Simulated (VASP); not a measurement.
# Al (Im-3m) in VASP: further runs

Runs on Al. Level: PBE. Tasks: single point.

Everything below comes from runs of VASP 6.6.1. Logs are shortened: lines on timing, memory, paths and dates and some standing lists are left out, and cuts for length are marked.

## Step 1: The cell of the first run

It takes space group Im-3m (No. 229, cubic). Conventional cell: a = 3.202 Å, b = 3.202 Å, c = 3.202 Å, α = 90.00°, β = 90.00°, γ = 90.00°. Within 3.7 Å of Al (site symmetry m-3m) lie 14 Al at 2.77 to 3.20 Å.

## Step 2: Single point, PBE (volume scaled by 0.97)

The input, INCAR:

```
SYSTEM = Al
PREC = Accurate
ENCUT = 520
EDIFF = 1E-7
ISMEAR = 0
SIGMA = 0.1
LREAL = .False.
LASPH = .True.
NELM = 100
ALGO = Normal
ISIF = 2
LWAVE = .False.
LCHARG = .False.
GGA = PE
NBANDS = 8
```

The input, KPOINTS:

```
Automatic mesh
0
Gamma
  18 18 18
  0 0 0
```

The input, POSCAR:

```
Al
1.0
   -1.6011706175      1.6011706175      1.6011706175
    1.6011706175     -1.6011706175      1.6011706175
    1.6011706175      1.6011706175     -1.6011706175
Al
1
Direct
    0.0000000000      0.0000000000      0.0000000000
```

Potentials or basis: VASP PAW PBE potentials, release 64 (Al).

Run with:

```
cat potpaw_PBE.64/Al/POTCAR > POTCAR
mpirun -np 1 vasp_std > vasp.out
```

OUTCAR:

```text
SYSTEM = Al
   PREC = Accurate
   ENCUT = 520
   EDIFF = 1E-7
   ISMEAR = 0
   LREAL = .False.
   LASPH = .True.
   NELM = 100
   ISIF = 2
   GGA = PE

 ion  position               nearest neighbor table
   1  0.000  0.000  0.000-

  LATTYP: Found a body centered cubic cell.
 ALAT       =     3.2023412350

  Lattice vectors:

 A1 = (  -1.6011706175,   1.6011706175,   1.6011706175)
 A2 = (   1.6011706175,  -1.6011706175,   1.6011706175)
 A3 = (   1.6011706175,   1.6011706175,  -1.6011706175)

Analysis of symmetry for initial positions (statically):
=====================================================================
 Subroutine PRICEL returns:
 Original cell was already a primitive cell.

 Routine SETGRP: Setting up the symmetry group for a
 body centered cubic supercell.

 Subroutine GETGRP returns: Found 48 space group operations
 (whereof 48 operations were pure point group operations)
 out of a pool of 48 trial point group operations.

The static configuration has the point symmetry O_h .

Analysis of symmetry for dynamics (positions and initial velocities):
=====================================================================
 Subroutine PRICEL returns:
 Original cell was already a primitive cell.

 Routine SETGRP: Setting up the symmetry group for a
 body centered cubic supercell.

 Subroutine GETGRP returns: Found 48 space group operations
 (whereof 48 operations were pure point group operations)
 out of a pool of 48 trial point group operations.

The dynamic configuration has the point symmetry O_h .

 Subroutine INISYM returns: Found 48 space group operations
 (whereof 48 operations are pure point group operations),
 and found     1 'primitive' translations

----------------------------------------------------------------------------------------

                                     Primitive cell

  volume of cell :      16.4200

  direct lattice vectors                    reciprocal lattice vectors
    -1.601170618  1.601170618  1.601170618     0.000000000  0.312271531  0.312271531
     1.601170618 -1.601170618  1.601170618     0.312271531  0.000000000  0.312271531
     1.601170618  1.601170618 -1.601170618     0.312271531  0.312271531  0.000000000

  length of vectors
     2.773308861  2.773308861  2.773308861     0.441618634  0.441618634  0.441618634

  position of ions in fractional coordinates (direct lattice)
     0.000000000  0.000000000  0.000000000

  ion indices of the primitive-cell ions
   primitive index   ion index
                 1           1

----------------------------------------------------------------------------------------

 KPOINTS: Automatic mesh

Automatic generation of k-mesh.
 Grid dimensions read from file:
 generate k-points for:   18   18   18

 Generating k-lattice:

  Cartesian coordinates                     Fractional coordinates (reciprocal lattice)
     0.000000000  0.017348418  0.017348418     0.055555556  0.000000000  0.000000000
     0.017348418  0.000000000  0.017348418     0.000000000  0.055555556  0.000000000
     0.017348418  0.017348418  0.000000000     0.000000000  0.000000000  0.055555556

  Length of vectors
     0.024534369  0.024534369  0.024534369

  Shift w.r.t. Gamma in fractional coordinates (k-lattice)
     0.000000000  0.000000000  0.000000000

 Subroutine IBZKPT returns following result:
 ===========================================

 Found    195 irreducible k-points:

 Following reciprocal coordinates:
            Coordinates               Weight
  0.000000  0.000000  0.000000      1.000000
  0.055556  0.000000  0.000000     12.000000
  0.111111  0.000000  0.000000     12.000000
  0.166667  0.000000  0.000000     12.000000
  0.222222  0.000000  0.000000     12.000000
  0.277778  0.000000  0.000000     12.000000
[... 16 lines left out ...]
  0.333333  0.111111  0.000000     48.000000
  0.388889  0.111111  0.000000     48.000000
 [... further k-points ...]
   k-points           NKPTS =    195   k-points in BZ     NKDIM =    195   number of bands    NBANDS=      8
   number of dos      NEDOS =    301   number of ions     NIONS =      1
   total plane-waves  NPLWV =  13824
   dimension x,y,z NGX =    24 NGY =   24 NGZ =   24
   dimension x,y,z NGXF=    48 NGYF=   48 NGZF=   48
   ions per type =               1
   NGX,Y,Z   is equivalent  to a cutoff of  14.39, 14.39, 14.39 a.u.
   NGXF,Y,Z  is equivalent  to a cutoff of  28.77, 28.77, 28.77 a.u.
 SYSTEM =  Al
   PREC   = accura    normal or accurate (medium, high low for compatibility)
   ISTART =      0    job   : 0-new  1-cont  2-samecut
   ICHARG =      2    charge: 1-file 2-atom 10-const
   ISPIN  =      1    spin polarized calculation?
   LNONCOLLINEAR =      F non collinear calculations
   LSORBIT =      F    spin-orbit coupling
   LASPH  =      T    aspherical Exc in radial PAW
   ENCUT  =  520.0 eV  38.22 Ry    6.18 a.u.   5.16  5.16  5.16*2*pi/ulx,y,z
   NELM   =    100;   NELMIN=  2; NELMDL= -5     # of ELM steps
   EDIFF  = 0.1E-06   stopping-criterion for ELM
   LREAL  =      F    real-space projection
   EDIFFG = 0.1E-05   stopping-criterion for IOM
   NSW    =      0    number of steps for IOM
   IBRION =     -1    ionic relax: 0-MD 1-quasi-New 2-CG
   NFREE  =      0    steps in history (QN), initial steepest desc. (CG)
   ISIF   =      2    stress and relaxation
   ISYM   =      2    0-nonsym 1-usesym 2-fastsym
   POTIM  = 0.5000    time-step for ionic-motion
   TEBEG  =    0.0;   TEEND  =   0.0 temperature during run
   PSTRESS=    0.0 pullay stress
   NELECT =       3.0000    total number of electrons
   NUPDOWN=      -1.0000    fix difference up-down
   EMIN   =  10.00;   EMAX   =-10.00  energy-range for DOS
   EFERMI =   0.00;   METHOD = LEGACY
   ISMEAR =     0;   SIGMA  =   0.10  broadening in eV -4-tet -1-fermi 0-gaus
   EFERMI_NEDOS =   21; number of points for ismear=-14 and -15
   IALGO  =     38    algorithm
   IMIX   =      4    mixing-type and parameters
     AMIX     =   0.40;   BMIX     =  1.00
     AMIX_MAG =   1.60;   BMIX_MAG =  1.00
  volume/ion in A,a.u.               =      16.42       110.81
  Fermi-wavevector in a.u.,A,eV,Ry     =   0.928947  1.755455 11.741048  0.862943
  Thomas-Fermi vector in A             =   2.055178
   LORBIT       =      0    0 simple, 1 ext, 2 COOP (PROOUT), +10 PAW based schemes
   GGA     = PE    functional components
   LHFCALC =     F    Hartree Fock is set to
   AEXX    =    0.0000 exact exchange contribution
   IVDW    =     0    specifies the selected vdW correction
   LEPSILON=     F    determine dielectric tensor
   LRPA    =     F    only Hartree local field effects (RPA)
 non-spin polarized calculation
 Gauss-broadening in eV      SIGMA  =   0.10
  energy-cutoff  :      520.00
  volume of cell :       16.42
 maximum number of plane-waves:       466
 NGX is ok and might be reduce to    24
   NGX = 11   NGY = 11   NGZ = 11

 number of electron       3.0000000 magnetization

 Free energy of the ion-electron system (eV)
  ---------------------------------------------------
  ext. energy  EPLUGINS =         0.00000000
  ---------------------------------------------------
  free energy    TOTEN  =        -3.64924545 eV

  energy without entropy =       -3.64747260  energy(sigma->0) =       -3.64835903

 E-fermi :   8.0672     XC(G=0): -10.2187

 val. band max:        8.0668187658   @ k =   0.2778   0.1667   0.0556
 cond. band min:       8.0727433413   @ k =  -0.3889   0.3889   0.1667
 fundamental gap:      0.0059245754
 Fermi energy:         8.0671980336

 k-point     1 :       0.0000    0.0000    0.0000
  band No.  band energies     occupation
      1      -3.1122      2.00000
      2      21.3519      0.00000
      3      21.3519      0.00000
      4      21.3519      0.00000
      5      22.8275      0.00000
      6      22.8275      0.00000
      7      22.8275      0.00000
      8      24.4105      0.00000

 k-point     2 :       0.0556    0.0000    0.0000
  band No.  band energies     occupation
      1      -3.0230      2.00000
      2      20.1902      0.00000
      3      20.6648      0.00000
      4      20.9786      0.00000
      5      22.4400      0.00000
      6      23.3054      0.00000
      7      23.6152      0.00000
      8      23.6631      0.00000

 k-point     3 :       0.1111    0.0000    0.0000
  band No.  band energies     occupation
      1      -2.7560      2.00000
      2      18.0551      0.00000
      3      19.6747      0.00000
      4      20.1555      0.00000
      5      21.6193      0.00000
      6      22.6957      0.00000
      7      23.9794      0.00000
      8      24.5987      0.00000

 k-point     4 :       0.1667    0.0000    0.0000
  band No.  band energies     occupation
      1      -2.3119      2.00000
      2      15.7446      0.00000
      3      18.7744      0.00000
      4      19.2425      0.00000
      5      20.7442      0.00000
      6      21.9418      0.00000
      7      24.6506      0.00000
      8      24.9280      0.00000

 k-point     5 :       0.2222    0.0000    0.0000
  band No.  band energies     occupation
      1      -1.6926      2.00000
      2      13.4691      0.00000
      3      18.0047      0.00000
      4      18.3940      0.00000
      5      19.9498      0.00000
      6      21.2655      0.00000
      7      25.4031      0.00000
      8      25.4075      0.00000
[... 177 lines left out ...]
 k-point    22 :       0.2778    0.1111    0.0000
  band No.  band energies     occupation
      1       0.3235      2.00000
      2       9.4851      0.00000
      3      13.8501      0.00000
      4      16.7174      0.00000
      5      20.1788      0.00000
      6      22.5795      0.00000
      7      25.0101      0.00000
      8      28.9202      0.00000

 k-point    23 :       0.3333    0.1111    0.0000
  band No.  band energies     occupation
      1       1.4499      2.00000
      2       7.5845      2.00000
      3      13.4481      0.00000
      4      16.3405      0.00000
      5      19.7978      0.00000
      6      22.4079      0.00000
      7      25.8020      0.00000
      8      29.5670      0.00000

 k-point    24 :       0.3889    0.1111    0.0000
  band No.  band energies     occupation
      1       2.7337      2.00000
      2       5.8344      2.00000
      3      13.2064      0.00000
      4      16.1130      0.00000
      5      19.5662      0.00000
      6      22.2651      0.00000
      7      26.7710      0.00000
      8      29.2147      0.00000

 [... further k-points ...]
[... 5 lines left out ...]
  --------------------------------------------------------------------------------------
  -------------------------------------------------------------------------------------
  Total        0.2353637      0.2353637      0.2353637     -0.0000000     -0.0000000     -0.0000000
  in kB       22.9655748     22.9655748     22.9655748     -0.0000000     -0.0000000     -0.0000000
  external PRESSURE =      22.9655748 kB  Pullay stress =       0.0000000 kB

 VOLUME and BASIS-vectors are now :
 -----------------------------------------------------------------------------
  energy-cutoff  :      520.00
  volume of cell :       16.42
      direct lattice vectors                 reciprocal lattice vectors
    -1.601170618  1.601170618  1.601170618     0.000000000  0.312271531  0.312271531
     1.601170618 -1.601170618  1.601170618     0.312271531  0.000000000  0.312271531
     1.601170618  1.601170618 -1.601170618     0.312271531  0.312271531  0.000000000

 POSITION                                       TOTAL-FORCE (eV/Angst)
 -----------------------------------------------------------------------------------
      0.00000      0.00000      0.00000         0.000000     -0.000000      0.000000
 -----------------------------------------------------------------------------------
    total drift:                                0.000000     -0.000000     -0.000000

  FREE ENERGIE OF THE ION-ELECTRON SYSTEM (eV)
  ---------------------------------------------------
  free  energy   TOTEN  =        -3.6492454491 eV

  energy  without entropy=       -3.6474726013  energy(sigma->0) =       -3.64835903
```

Wall time 8.2 s (1 thread of Intel Xeon 6975P-C, shared host); peak memory 0.15 GiB.

What came out:

* Free energy: -3.6492 eV
* Pressure: 2.3 GPa

Caveat: the cell differs from its parent crystal (volume scaled by 0.97).

## Step 3: Single point, PBE (volume scaled by 1.03)

The input, INCAR:

```
SYSTEM = Al
ALGO     = Normal         ! electronic algorithm
EDIFF    = 1E-6           ! SCF threshold, eV
ENCUT    = 520            ! plane-wave cutoff, eV
GGA      = PE             ! functional
ISIF     = 2              ! what is computed and relaxed
ISMEAR   = 0              ! smearing method
LASPH    = .True.         ! aspherical terms in the spheres
LCHARG   = .False.        ! write CHGCAR
LREAL    = .False.        ! projectors in reciprocal space
LWAVE    = .False.        ! write WAVECAR
NBANDS   = 8              ! bands
NELM     = 80             ! most SCF steps
PREC     = Accurate       ! precision mode
SIGMA    = 0.1            ! smearing width, eV
```

The input, KPOINTS:

```
k-points
0
Gamma
  18 18 18
  0 0 0
```

The input, POSCAR:

```
Al
1.0
   -1.6335262160      1.6335262160      1.6335262160
    1.6335262160     -1.6335262160      1.6335262160
    1.6335262160      1.6335262160     -1.6335262160
Al
1
Direct
    0.0000000000      0.0000000000      0.0000000000
```

Potentials or basis: VASP PAW PBE potentials, release 64 (Al).

Run with:

```
cat potpaw_PBE.64/Al/POTCAR > POTCAR
mpirun -np 1 vasp_std > vasp.out
```

Run time: 7 s. Hardware: 1 thread of Intel Xeon 6975P-C, shared host; peak memory 0.14 GiB.

Results (log left out):

```
Free energy : -3.6498 eV
Pressure    : -1.9 GPa
```

Levels at points of the mesh, in eV from the Fermi level:
| k point | band 1 | band 2 | band 3 | band 4 | band 5 | band 6 |
| --- | --- | --- | --- | --- | --- | --- |
| (0.00, 0.00, 0.00) | -10.76 | 12.93 | 12.93 | 12.93 | 13.90 | 13.90 |
| (0.50, 0.00, 0.00) | -4.12 | -3.81 | 7.74 | 8.13 | 9.59 | 10.96 |
| (0.50, 0.50, 0.50) | 1.77 | 1.77 | 1.77 | 3.06 | 3.06 | 4.94 |

Caveat: the cell differs from its parent crystal (volume scaled by 1.03).

## Step 4: Single point, PBE (volume scaled by 1.06)

The input, INCAR:

```
PREC     = Accurate       # precision mode
ENCUT    = 520            # plane-wave cutoff, eV
EDIFF    = 1E-7           # SCF threshold, eV
ISMEAR   = 0              # smearing method
SIGMA    = 0.1            # smearing width, eV
LREAL    = F              # projectors in reciprocal space
LASPH    = T              # aspherical terms in the spheres
NELM     = 60             # most SCF steps
ALGO     = Fast           # electronic algorithm
ISIF     = 2              # what is computed and relaxed
LWAVE    = F              # write WAVECAR
LCHARG   = F              # write CHGCAR
GGA      = PE             # functional
NBANDS   = 8              # bands
```

The input, KPOINTS:

```
Automatic mesh
0
Gamma
  18 18 18
```

The input, POSCAR:

```
Al
1.0
   -1.6492341625      1.6492341625      1.6492341625
    1.6492341625     -1.6492341625      1.6492341625
    1.6492341625      1.6492341625     -1.6492341625
Al
1
Direct
    0.0000000000      0.0000000000      0.0000000000
```

Run with:

```
cat potpaw_PBE.64/Al/POTCAR > POTCAR
mpirun -np 1 vasp_std > vasp.out
```

It took 9.5 s on 1 thread of Intel Xeon 6975P-C, shared host; peak memory 0.15 GiB.

Results (log left out):

| Item | Value |
| --- | --- |
| Free energy | -3.6410 eV |
| Pressure | -3.6 GPa |

Levels at points of the mesh, in eV from the Fermi level:
```tsv
k point	band 1	band 2	band 3	band 4
(0.00, 0.00, 0.00)	-10.57	12.76	12.76	12.76
(0.50, 0.00, 0.00)	-4.02	-3.78	7.54	8.07
(0.50, 0.50, 0.50)	1.72	1.72	1.72	3.10
```

Caveat: the cell differs from its parent crystal (volume scaled by 1.06).

## Step 5: Single point, PBE (volume scaled by 1.10)

The input, INCAR:

```
PREC = Accurate
ENCUT = 520
EDIFF = 1E-6
ISMEAR = 0
SIGMA = 0.1
LREAL = F
LASPH = T
NELM = 60
ALGO = Normal
ISIF = 2
LWAVE = F
LCHARG = F
GGA = PE
NBANDS = 8
```

The input, KPOINTS:

```
regular mesh
0
Gamma
  18 18 18
```

The input, POSCAR:

```
Al
1.0
   -1.6697236384      1.6697236384      1.6697236384
    1.6697236384     -1.6697236384      1.6697236384
    1.6697236384      1.6697236384     -1.6697236384
Al
1
Direct
    0.0000000000      0.0000000000      0.0000000000
```

Run with:

```
cat potpaw_PBE.64/Al/POTCAR > POTCAR
mpirun -np 1 vasp_std > vasp.out
```

Wall time 7.2 s (1 thread of Intel Xeon 6975P-C, shared host); peak memory 0.15 GiB.

Results (log left out):

| Item | Value |
| --- | --- |
| Free energy | -3.6219 eV |
| Pressure | -5.4 GPa |

Levels at points of the mesh, in eV from the Fermi level:
```csv
k point,band 1,band 2,band 3,band 4,band 5
"(0.00, 0.00, 0.00)",-10.33,12.55,12.55,12.55,13.01
"(0.50, 0.00, 0.00)",-3.88,-3.75,7.28,7.98,9.14
"(0.50, 0.50, 0.50)",1.67,1.67,1.67,3.15,3.15
```

Caveat: the cell differs from its parent crystal (volume scaled by 1.10).

## Step 6: Single point, PBE

This run uses another cell than the first one, of 16.93 Å³/atom, 1.031 times its volume.

The input, INCAR:

```
SYSTEM = Al
  PREC = Accurate
  ENCUT = 520
  EDIFF = 1E-6
  ISMEAR = 0
  SIGMA = 0.15
  LREAL = .FALSE.
  LASPH = .TRUE.
  NELM = 80
  ALGO = Normal
  ISIF = 2
  LWAVE = .FALSE.
  LCHARG = .TRUE.
  GGA = PE
  LELF = .TRUE.
  LVHAR = .TRUE.
  NBANDS = 8
```

The input, KPOINTS:

```
regular mesh
0
G
  26 26 26
  0 0 0
```

The input, POSCAR:

```
Al
1.0
   -1.6175102217      1.6175102217      1.6175102217
    1.6175102217     -1.6175102217      1.6175102217
    1.6175102217      1.6175102217     -1.6175102217
Al
1
Direct
    0.0000000000      0.0000000000      0.0000000000
```

Potentials or basis: VASP PAW PBE potentials, release 64 (Al).

Run with:

```
cat potpaw_PBE.64/Al/POTCAR > POTCAR
mpirun -np 1 vasp_std > vasp.out
```

Wall time 58 s (1 thread of AMD EPYC 7R13 (Zen 3), shared host); peak memory 0.15 GiB.

The run converged. Its results:

* Free energy: -3.6528 eV
* Pressure: -0.1 GPa

Levels at points of the mesh, in eV from the Fermi level:
| k point | band 1 | band 2 | band 3 | band 4 | band 5 |
| --- | --- | --- | --- | --- | --- |
| (0.00, 0.00, 0.00) | -10.96 | 13.11 | 13.11 | 13.11 | 14.33 |
| (0.50, 0.00, 0.00) | -4.23 | -3.84 | 7.96 | 8.21 | 9.79 |
| (0.50, 0.50, 0.50) | 1.82 | 1.82 | 1.82 | 3.02 | 3.02 |

## Step 7: Overview

```tsv
cell	k mesh	smearing	gap on the mesh (eV)	pressure (GPa)
a = 2.773 Å, angles 109.5°, 1 atom	18 × 18 × 18	gaussian 0.1 eV	none	2.3
a = 2.829 Å, angles 109.5°, 1 atom	18 × 18 × 18	gaussian 0.1 eV	none	-1.9
a = 2.857 Å, angles 109.5°, 1 atom	18 × 18 × 18	gaussian 0.1 eV	none	-3.6
a = 2.892 Å, angles 109.5°, 1 atom	18 × 18 × 18	gaussian 0.1 eV	none	-5.4
a = 2.802 Å, angles 109.5°, 1 atom	26 × 26 × 26	gaussian 0.15 eV	none	-0.1
```

Alike in all rows: task single point; level PBE; potentials or basis VASP PAW PBE potentials, release 64 (Al); no spin polarisation; cutoff (eV) 520.

Total energies depend on the potentials used, so only differences within one code and one set of settings carry meaning.
